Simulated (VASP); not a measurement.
# Ti3C (P-3m1) in VASP: further runs, part 2 of 2

VASP 6.6.1. Earlier steps stand in the parts before.

**3. Relaxation of cell and atoms, PBE**

This run uses another cell than the first one, of 13.25 Å³/atom.

INCAR reads:

```
SYSTEM = Ti3C
  PREC = Accurate
  ENCUT = 600
  EDIFF = 1E-6
  ISMEAR = 0
  SIGMA = 0.2
  LREAL = .FALSE.
  LASPH = .TRUE.
  NELM = 100
  ALGO = Normal
  ISIF = 3
  LWAVE = .FALSE.
  LCHARG = .FALSE.
  GGA = PE
  IBRION = 2
  NSW = 36
  EDIFFG = -0.08
```

KPOINTS reads:

```
regular mesh
0
G
  7 7 3
  0 0 0
```

POSCAR reads:

```
Ti3C
1.0
    3.0000000000      0.0000000000      0.0000000000
   -1.5000000000      2.5980762100      0.0000000000
    0.0000000000      0.0000000000      6.8000000000
Ti C
3 1
Direct
    0.3333333300      0.6666666700      0.1750000000
    0.6666666700      0.3333333300      0.8250000000
    0.0000000000      0.0000000000      0.5000000000
    0.0000000000      0.0000000000      0.0000000000
```

Potentials or basis: VASP PAW PBE potentials, release 64 (Ti_sv, C).

Command:

```bash
cat potpaw_PBE.64/Ti_sv/POTCAR potpaw_PBE.64/C/POTCAR > POTCAR
mpirun -np 1 vasp_std > vasp.out
```

OUTCAR:

```text
SYSTEM = Ti3C
   PREC = Accurate
   ENCUT = 600
   EDIFF = 1E-6
   ISMEAR = 0
   LREAL = .FALSE.
   LASPH = .TRUE.
   NELM = 100
   ISIF = 3
   GGA = PE
   IBRION = 2
   NSW = 36
   EDIFFG = -0.08

 ion  position               nearest neighbor table
   1  0.333  0.667  0.175-   4 2.10   4 2.10   4 2.10   3 2.81   3 2.81   3 2.81
   2  0.667  0.333  0.825-   4 2.10   4 2.10   4 2.10   3 2.81   3 2.81   3 2.81
   3  0.000  0.000  0.500-   1 2.81   2 2.81   1 2.81   2 2.81   2 2.81   1 2.81
   4  0.000  0.000  0.000-   1 2.10   2 2.10   1 2.10   2 2.10   2 2.10   1 2.10

  LATTYP: Found a hexagonal cell.
 ALAT       =     3.0000000000
 C/A-ratio  =     2.2666666667

  Lattice vectors:

 A1 = (   3.0000000000,   0.0000000000,   0.0000000000)
 A2 = (  -1.5000000000,   2.5980762100,   0.0000000000)
 A3 = (   0.0000000000,   0.0000000000,   6.8000000000)

Analysis of symmetry for initial positions (statically):
=====================================================================
 Subroutine PRICEL returns:
 Original cell was already a primitive cell.

[... 154 lines left out ...]
  energy-cutoff  :      600.00
  volume of cell :       53.00
 maximum number of plane-waves:      1791
   NGX = 11   NGY = 11   NGZ = 27

--------------------------------------- Ionic step        1  -------------------------------------------

 number of electron      40.0000014 magnetization

 Free energy of the ion-electron system (eV)
  ---------------------------------------------------
  ext. energy  EPLUGINS =         0.00000000
  ---------------------------------------------------
  free energy    TOTEN  =       -34.29870559 eV

  energy without entropy =      -34.24606740  energy(sigma->0) =      -34.27238649

------------------------ aborting loop because EDIFF is reached ----------------------------------------

  FORCE on cell =-STRESS in cart. coord.  units (eV):
  Direction    XX          YY          ZZ          XY          YZ          ZX
  --------------------------------------------------------------------------------------
  -------------------------------------------------------------------------------------
  Total        2.9540251      2.9540251      4.2383468      0.0000000      0.0000000     -0.0000000
  in kB       89.2982004     89.2982004    128.1223848      0.0000000      0.0000000     -0.0000000
  external PRESSURE =     102.2395952 kB  Pullay stress =       0.0000000 kB
[... 177 lines left out ...]
--------------------------------------- Ionic step        6  -------------------------------------------

 number of electron      39.9999995 magnetization

 Free energy of the ion-electron system (eV)
  ---------------------------------------------------
  ext. energy  EPLUGINS =         0.00000000
  ---------------------------------------------------
  free energy    TOTEN  =       -34.50958412 eV

  energy without entropy =      -34.44571996  energy(sigma->0) =      -34.47765204

 E-fermi :   8.1349     XC(G=0): -11.6692

 val. band max:        8.1281688778   @ k =   0.0000   0.1429   0.3333
 cond. band min:       8.1377931247   @ k =   0.2857   0.2857   0.0000
 fundamental gap:      0.0096242470
 Fermi energy:         8.1349280613

 k-point     1 :       0.0000    0.0000    0.0000
  band No.  band energies     occupation
      1     -48.7578      2.00000
      2     -48.5146      2.00000
      3     -48.4551      2.00000
      4     -25.1036      2.00000
      5     -24.9602      2.00000
      6     -24.7768      2.00000
[... 560 lines left out ...]
  FREE ENERGIE OF THE ION-ELECTRON SYSTEM (eV)
  ---------------------------------------------------
  free  energy   TOTEN  =       -34.5095841184 eV

  energy  without entropy=      -34.4457199557  energy(sigma->0) =      -34.47765204

 reached required accuracy - stopping structural energy minimisation
```

OSZICAR:

```text
N       E                     dE             d eps       ncg     rms          rms(c)
DAV:   1     0.498636678256E+03    0.49864E+03   -0.23448E+04   960   0.232E+03
DAV:   2     0.273340807799E+02   -0.47130E+03   -0.46814E+03   976   0.609E+02
DAV:   3    -0.368010960155E+02   -0.64135E+02   -0.63599E+02  1768   0.182E+02
[... 69 lines left out ...]
DAV:   4    -0.345093612762E+02    0.11076E-01   -0.87155E-02  1552   0.296E+00    0.150E-01
DAV:   5    -0.345094772984E+02   -0.11602E-03   -0.39905E-03  1408   0.555E-01    0.846E-02
DAV:   6    -0.345095607618E+02   -0.83463E-04   -0.39757E-04  1600   0.149E-01    0.412E-02
DAV:   7    -0.345095833558E+02   -0.22594E-04   -0.14613E-04  1504   0.105E-01    0.188E-02
DAV:   8    -0.345095844576E+02   -0.11018E-05   -0.30916E-05  1568   0.481E-02    0.977E-03
DAV:   9    -0.345095841184E+02    0.33925E-06   -0.56760E-06  1008   0.217E-02
   6 F= -.34509584E+02 E0= -.34477652E+02  d E =-.318485E-02
```

CONTCAR:

```text
Ti3C
   1.00000000000000
     3.0481319993249056    0.0000000000000000    0.0000000000000000
    -1.5240659996624528    2.6397597440874261   -0.0000000000000000
     0.0000000000000000    0.0000000000000000    7.1746093969676803
  Ti              C
     3     1
Direct
     0.3333333300000021    0.6666666699999979    0.1629205870939705
     0.6666666699999979    0.3333333300000021    0.8370794129060296
     1.0000000000000000    0.0000000000000000    0.5000000000000000
     1.0000000000000000    0.0000000000000000    1.0000000000000000

  0.00000000E+00  0.00000000E+00  0.00000000E+00
  0.00000000E+00  0.00000000E+00  0.00000000E+00
  0.00000000E+00  0.00000000E+00  0.00000000E+00
  0.00000000E+00  0.00000000E+00  0.00000000E+00
```

Run time: 1.8 min. Hardware: 1 thread of Intel Xeon 6975P-C (Granite Rapids), shared host; peak memory 0.19 GiB.

What came out:

```yaml
Free_energy: -34.5096 eV
Relaxed_volume: 14.43 Å³/atom
Relaxed_cell: a = 3.048 Å, b = 3.048 Å, c = 7.175 Å, α = 90.00°, β = 90.00°, γ = 120.00°
Space_group_after_relaxing_to_0.1_Å: P-3m1 (No. 164)
Energy_gained_by_relaxing: 52.7 meV/atom
Ionic_steps: 6
Pressure_after_relaxing: -0.4 GPa
Band_gap_on_the_k_mesh: zero (bands 20 and 21 overlap by 0.91 eV)
```

Stress tensor (GPa, compression positive):
```
-0.47  0.00  0.00
 0.00 -0.47  0.00
 0.00  0.00 -0.15
```

The path:
| step | energy change (eV) | largest force (eV/Å) | pressure (GPa) | volume (Å³) |
| --- | --- | --- | --- | --- |
| 1 | 0.0000 | 0.7491 | 10.22 | 53.00 |
| 2 | -0.0992 | 1.0448 | -7.56 | 59.75 |
| 3 | -0.1470 | 0.9340 | -1.86 | 57.18 |
| 4 | -0.2059 | 0.0954 | -0.04 | 57.40 |
| 5 | -0.2077 | 0.0836 | 0.36 | 57.45 |
| 6 | -0.2109 | 0.0016 | -0.36 | 57.73 |

Final structure:
```xyz
4
Lattice="3.0481 0.0000 0.0000 -1.5241 2.6398 0.0000 0.0000 0.0000 7.1746" Properties=species:S:1:pos:R:3 pbc="T T T"
Ti    0.0000    1.7598    1.1689
Ti    1.5241    0.8799    6.0057
Ti    3.0481    0.0000    3.5873
C     3.0481    0.0000    7.1746
```

Levels at points of the mesh, in eV from the Fermi level:
| k point | band 17 | band 18 | band 19 | band 20 | band 21 | band 22 | band 23 | band 24 |
| --- | --- | --- | --- | --- | --- | --- | --- | --- |
| (0.00, 0.00, 0.00) | -2.28 | -0.72 | -0.23 | 0.60 | 0.60 | 0.88 | 0.88 | 1.00 |

**4. Single point, PBE (12.67 Å³/atom)**

This run uses another cell than the first one, of 12.67 Å³/atom.

INCAR reads:

```
PREC = Accurate ; ENCUT = 520
EDIFF = 1E-6 ; ISMEAR = 0
SIGMA = 0.1 ; LREAL = F
LASPH = T ; NELM = 100
ALGO = Normal ; ISIF = 2
LWAVE = F ; LCHARG = F
GGA = PE ; NBANDS = 28
```

KPOINTS reads:

```
regular mesh
0
Gamma
  12 12 6
```

POSCAR reads:

```
Ti3C
1.0
    2.9355437921      0.0000000000      0.0000000000
   -1.4677718961      2.5422554979      0.0000000000
    0.0000000000      0.0000000000      6.7928259024
Ti C
3 1
Direct
    0.3333333333      0.6666666667      0.1722119987
    0.6666666667      0.3333333333      0.8277880013
    0.0000000000      0.0000000000      0.5000000000
    0.0000000000      0.0000000000      0.0000000000
```

Command:

```bash
cat potpaw_PBE.64/Ti_sv/POTCAR potpaw_PBE.64/C/POTCAR > POTCAR
mpirun -np 1 vasp_std > vasp.out
```

Run time: 1.8 min. Hardware: 1 thread of Intel Xeon 6975P-C (Granite Rapids), shared host; peak memory 0.25 GiB.

The run converged. Its results:

```
Free energy            : -34.0681 eV
Pressure               : 21.1 GPa
Largest force          : 0.034 eV/Å
Band gap on the k mesh : zero (bands 20 and 21 overlap by 1.21 eV)
```

Forces on the atoms (eV/Å):
```
Ti   0.000  0.000  0.034
Ti   0.000  0.000 -0.034
Ti   0.000  0.000  0.000
C    0.000  0.000  0.000
```

Levels at points of the mesh, in eV from the Fermi level:
| k point | band 16 | band 17 | band 18 | band 19 | band 20 | band 21 | band 22 | band 23 | band 24 | band 25 |
| --- | --- | --- | --- | --- | --- | --- | --- | --- | --- | --- |
| (0.00, 0.00, 0.00) | -2.27 | -2.27 | -1.03 | 0.26 | 0.58 | 0.58 | 0.87 | 0.87 | 1.25 | 2.45 |
| (0.50, 0.00, 0.00) | -2.43 | -2.26 | -1.98 | -1.51 | -0.42 | 0.66 | 1.05 | 1.76 | 3.17 | 3.33 |
| (0.00, 0.00, 0.50) | -2.29 | -2.29 | -0.79 | 0.46 | 0.65 | 0.94 | 0.94 | 1.03 | 1.03 | 1.85 |
| (0.50, 0.00, 0.50) | -2.47 | -2.18 | -1.60 | -1.43 | -0.36 | 0.55 | 1.18 | 1.56 | 2.63 | 3.16 |

Caveat: the cell stands under pressure.

**5. Single point, PBE**

INCAR reads:

```
SYSTEM = Ti3C
PREC = Accurate
ENCUT = 520
EDIFF = 1E-7
ISMEAR = 0
SIGMA = 0.1
LREAL = .FALSE.
LASPH = .TRUE.
NELM = 100
ALGO = Normal
ISIF = 2
LWAVE = .FALSE.
LCHARG = .TRUE.
GGA = PE
LELF = .TRUE.
LVHAR = .TRUE.
NBANDS = 28
```

KPOINTS reads:

```
Automatic mesh
0
G
  12 12 6
  0 0 0
```

POSCAR reads:

```
Ti3C
1.0
    3.0439368081      0.0000000000      0.0000000000
   -1.5219684041      2.6361266033      0.0000000000
    0.0000000000      0.0000000000      7.1791606919
Ti C
3 1
Direct
    0.3333333333      0.6666666667      0.1626606550
    0.6666666667      0.3333333333      0.8373393450
    0.0000000000      0.0000000000      0.5000000000
    0.0000000000      0.0000000000      0.0000000000
```

Command:

```bash
cat potpaw_PBE.64/Ti_sv/POTCAR potpaw_PBE.64/C/POTCAR > POTCAR
mpirun -np 1 vasp_std > vasp.out
```

It took 84 s on 1 thread of Intel Xeon 6975P-C (Granite Rapids), shared host; peak memory 0.27 GiB.

Results (log left out):

```yaml
Free_energy: -34.4818 eV
Pressure: 0.0 GPa
Largest_force: 0.026 eV/Å
Band_gap_on_the_k_mesh: zero (bands 20 and 21 overlap by 1.09 eV)
```

Forces on the atoms (eV/Å):
```
Ti   0.000  0.000  0.026
Ti   0.000  0.000 -0.026
Ti   0.000  0.000  0.000
C    0.000  0.000  0.000
```

Levels at points of the mesh, in eV from the Fermi level:
```
           k point  band 18  band 19  band 20  band 21  band 22  band 23
(0.00, 0.00, 0.00)    -0.73    -0.24     0.61     0.61     0.88     0.88
(0.50, 0.00, 0.00)    -1.60    -1.30    -0.41     0.43     1.13     1.40
(0.00, 0.00, 0.50)    -1.00     0.21     0.58     0.84     0.84     0.98
(0.50, 0.00, 0.50)    -1.38    -1.22    -0.37     0.42     0.91     1.46
```

**6. Single point, PBE**

This run uses another cell than the first one: it holds 8 atoms, not 4.

INCAR reads:

```
PREC     = Accurate       # precision mode
ENCUT    = 520            # plane-wave cutoff, eV
EDIFF    = 1E-6           # SCF threshold, eV
ISMEAR   = 0              # smearing method
SIGMA    = 0.2            # smearing width, eV
LREAL    = False          # projectors in reciprocal space
LASPH    = True           # aspherical terms in the spheres
NELM     = 80             # most SCF steps
ALGO     = Normal         # electronic algorithm
ISIF     = 2              # what is computed and relaxed
LWAVE    = False          # write WAVECAR
LCHARG   = True           # write CHGCAR
GGA      = PE             # functional
LELF     = True           # ELF
LVHAR    = True         
NBANDS   = 50             # bands
```

KPOINTS reads:

```
regular mesh
0
Gamma
  12 12 2
```

POSCAR reads:

```
Ti3C
1.0
    3.0439368081      0.0000000000      0.0000000000
   -1.5219684041      2.6361266033      0.0000000000
    0.0000000000      0.0000000000     14.3583213837
Ti C
6 2
Direct
    0.3333333333      0.6666666667      0.0813303275
    0.3333333333      0.6666666667      0.5813303275
    0.6666666667      0.3333333333      0.4186696725
    0.6666666667      0.3333333333      0.9186696725
    1.0000000000      1.0000000000      0.2500000000
    1.0000000000      1.0000000000      0.7500000000
    0.0000000000      0.0000000000      0.5000000000
    0.0000000000      0.0000000000      1.0000000000
```

Potentials or basis: VASP PAW PBE potentials, release 64 (Ti_sv, C).

Command:

```bash
cat potpaw_PBE.64/Ti_sv/POTCAR potpaw_PBE.64/C/POTCAR > POTCAR
mpirun -np 1 vasp_std > vasp.out
```

Wall time 2.3 min (1 thread of Intel Xeon 6975P-C (Granite Rapids), shared host); peak memory 0.32 GiB.

The run converged. Its results:

```yaml
Free_energy: -69.0124 eV
Pressure: 0.1 GPa
Largest_force: 0.029 eV/Å
Band_gap_on_the_k_mesh: zero (bands 40 and 41 overlap by 1.04 eV)
```

Forces in eV/Å, atoms in the order of the input:
```
Ti   0.000  0.000  0.029
Ti   0.000  0.000  0.029
Ti   0.000  0.000 -0.029
Ti   0.000  0.000 -0.029
Ti   0.000  0.000  0.000
Ti   0.000  0.000  0.000
C    0.000  0.000  0.000
C    0.000  0.000  0.000
```

Stress tensor (GPa, compression positive):
```
0.04 0.00 0.00
0.00 0.04 0.00
0.00 0.00 0.25
```

Levels at points of the mesh, in eV from the Fermi level:
```tsv
k point	band 38	band 39	band 40	band 41	band 42	band 43
(0.00, 0.00, 0.00)	0.22	0.58	0.62	0.62	0.85	0.85
(0.50, 0.00, 0.00)	-1.22	-0.41	-0.37	0.43	0.43	0.91
(0.00, 0.00, 0.50)	-0.04	0.71	0.71	0.71	0.71	0.84
(0.50, 0.00, 0.50)	-1.24	-0.40	-0.40	0.40	0.40	1.20
```

**7. Summary**

| task | cell | k mesh | cutoff (eV) | smearing | gap on the mesh (eV) | pressure (GPa) | largest force (eV/Å) |
| --- | --- | --- | --- | --- | --- | --- | --- |
| single point | a = 3.045, b = 3.045, c = 7.176 Å, angles 90.0, 90.0, 120.0°, 4 atoms, atomic positions A | 7 × 7 × 3 | 520 | gaussian 0.2 eV | none | 0.0 | 0.04 |
| relaxation of cell and atoms | relaxed from a = 3.000, b = 3.000, c = 6.800 Å, angles 90.0, 90.0, 120.0°, 4 atoms, atomic positions B | 7 × 7 × 3 | 600 | gaussian 0.2 eV | none | -0.4 | - |
| single point | a = 2.936, b = 2.936, c = 6.793 Å, angles 90.0, 90.0, 120.0°, 4 atoms, atomic positions C | 12 × 12 × 6 | 520 | gaussian 0.1 eV | none | 21.1 | 0.03 |
| single point | a = 3.044, b = 3.044, c = 7.179 Å, angles 90.0, 90.0, 120.0°, 4 atoms, atomic positions D | 12 × 12 × 6 | 520 | gaussian 0.1 eV | none | 0.0 | 0.03 |
| single point | a = 3.044, b = 3.044, c = 14.358 Å, angles 90.0, 90.0, 120.0°, 8 atoms, atomic positions E | 12 × 12 × 2 | 520 | gaussian 0.2 eV | none | 0.1 | 0.03 |

Alike in all rows: level PBE; potentials or basis VASP PAW PBE potentials, release 64 (Ti_sv, C); no spin polarisation.

Caveats: the cell stands under pressure (at least some runs).

Total energies depend on the potentials used, so only differences within one code and one set of settings carry meaning.

The gap in the log of VASP goes by the Fermi energy; the results here count the filled bands.